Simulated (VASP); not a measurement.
Mo: relaxation of cell and atoms with r2SCAN

The system is Mo.

```
CELL_PARAMETERS angstrom
1.72931 0.99842 3.20680
-1.72931 0.99842 3.20680
0.00000 -1.99684 3.20680
ATOMIC_POSITIONS crystal
Mo 0.22754 0.22754 0.22754
Mo 0.77246 0.77246 0.77246
```

```
Program                : VASP 6.6.1
Task                   : relaxation of cell and atoms
Functional             : r2SCAN
Potentials or basis    : VASP PAW PBE potentials, release 64 (Mo_sv)
Cutoff                 : 600 eV
k mesh                 : 6 × 6 × 6
Occupations            : gaussian, width 0.1 eV
Spin                   : no spin polarisation
Dipole correction      : no
Further INCAR settings : ALGO = Normal; EDIFF = 1e-07; IBRION = 2; EDIFFG = -0.04; NSW = 90; ISIF = 3
```

- Relaxed volume: 16.04 Å³/atom
- Relaxed cell: a = 4.487 Å, b = 4.487 Å, c = 4.487 Å, α = 38.94°, β = 38.94°, γ = 38.94°
- Space group after relaxing (to 0.1 Å): R-3m (No. 166)
- Pressure after relaxing: 0.0 GPa
- Largest force after relaxing: 0.019 eV/Å
- Band gap on the k mesh: zero (bands 14 and 15 overlap by 1.40 eV)

Forces on the atoms (eV/Å):
```
Mo   0.000  0.000 -0.019
Mo   0.000  0.000  0.019
```

Stress tensor (GPa, compression positive):
```
 0.00  0.00  0.00
 0.00  0.00  0.00
 0.00  0.00 -0.10
```

Final structure:
```
CELL_PARAMETERS angstrom
1.49562 0.86349 4.14115
-1.49562 0.86349 4.14115
0.00000 -1.72699 4.14115
ATOMIC_POSITIONS crystal
Mo 0.25033 0.25033 0.25033
Mo 0.74967 0.74967 0.74967
```

Levels at points of the mesh, in eV from the Fermi level:
```
           k point  band 11  band 12  band 13  band 14  band 15  band 16  band 17  band 18
(0.00, 0.00, 0.00)    -2.39    -2.39    -1.92    -1.92     0.87     2.17     2.17     4.54
(0.50, 0.00, 0.00)    -2.72    -2.71    -1.03    -0.98     0.11     0.18     3.05     3.06
(0.50, 0.50, 0.00)    -4.87    -2.53     0.57     0.60     2.75     3.30     3.87     4.00
(0.50, 0.50, 0.50)    -0.88    -0.81    -0.81    -0.81    -0.81    -0.77     0.99     0.99
```

Wall time 22 min on 1 thread of AMD EPYC 9R45 96-Core Processor (Zen 5), on a shared host, peak memory 0.17 GiB.

Caveat: the k points lie up to 0.41 Å⁻¹ apart in the final cell, too coarse for converged energies and pressures of a metal; a cell axis changed by over 15 % at a fixed basis, so the end point is rough; the PAW data sets were made with another functional, which shifts forces and pressure a little.
